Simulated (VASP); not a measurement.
ZnO:

```xyz
4
Lattice="3.2494 0.0000 0.0000 -1.6247 2.8141 0.0000 0.0000 0.0000 5.2038" Properties=species:S:1:pos:R:3 pbc="T T T"
Zn    0.0000    1.8760    0.0000
Zn    1.6247    0.9380    2.6019
O     0.0000    1.8760    1.9884
O     1.6247    0.9380    4.5903
```

| Quantity | Value |
| --- | --- |
| Program | VASP 6.6.1 |
| Task | relaxation of cell and atoms |
| Functional | PBE |
| Potentials or basis | VASP PAW PBE potentials, release 64 (Zn, O) |
| Cutoff | 600 eV |
| k mesh | 8 × 8 × 5 |
| Occupations | gaussian, width 0.01 eV |
| Spin | no spin polarisation |

At the start: pressure 5.9 GPa; volume 11.90 Å³/atom.

**Question.** How do energy, volume and symmetry change on relaxing?

**Answer.** Over 16 steps the energy falls by 8.9 meV/atom and the volume is 12.40 Å³/atom (+4.2 %); space group P6_3mc (No. 186, to 0.05 Å).

The path:
| step | energy change (eV) | largest force (eV/Å) | pressure (GPa) | volume (Å³) |
| --- | --- | --- | --- | --- |
| 1 | 0.0000 | 0.0323 | 5.86 | 47.58 |
| 2 | -0.0265 | 0.0217 | -2.61 | 50.64 |
| 3 | -0.0351 | 0.0249 | -0.02 | 49.58 |
| 4 | -0.0351 | 0.0250 | 0.07 | 49.54 |
| 5 | -0.0353 | 0.0243 | 0.14 | 49.54 |
| 6 | -0.0357 | 0.0202 | 0.17 | 49.55 |
| 7 | -0.0357 | 0.0194 | 0.14 | 49.55 |
| 8 | -0.0357 | 0.0107 | -0.19 | 49.67 |
| 9 | -0.0358 | 0.0042 | -0.12 | 49.61 |
| 10 | -0.0358 | 0.0067 | 0.07 | 49.60 |
| 11 | -0.0358 | 0.0043 | -0.10 | 49.61 |
| 12 | -0.0358 | 0.0059 | -0.02 | 49.60 |
| 13 | -0.0358 | 0.0043 | -0.04 | 49.61 |
| 14 | -0.0358 | 0.0027 | 0.02 | 49.57 |
| 15 | -0.0358 | 0.0006 | 0.03 | 49.58 |
| 16 | -0.0358 | 0.0002 | -0.03 | 49.59 |

Final structure:
```
Zn O
1.0
     3.28550    0.00000    0.00000
    -1.64275    2.84533    0.00000
     0.00000    0.00000    5.30424
Zn O
2 2
Cartesian
  0.0000 1.8969 0.0082
  1.6427 0.9484 2.6603
  0.0000 1.8969 2.0186
  1.6427 0.9484 4.6707
```
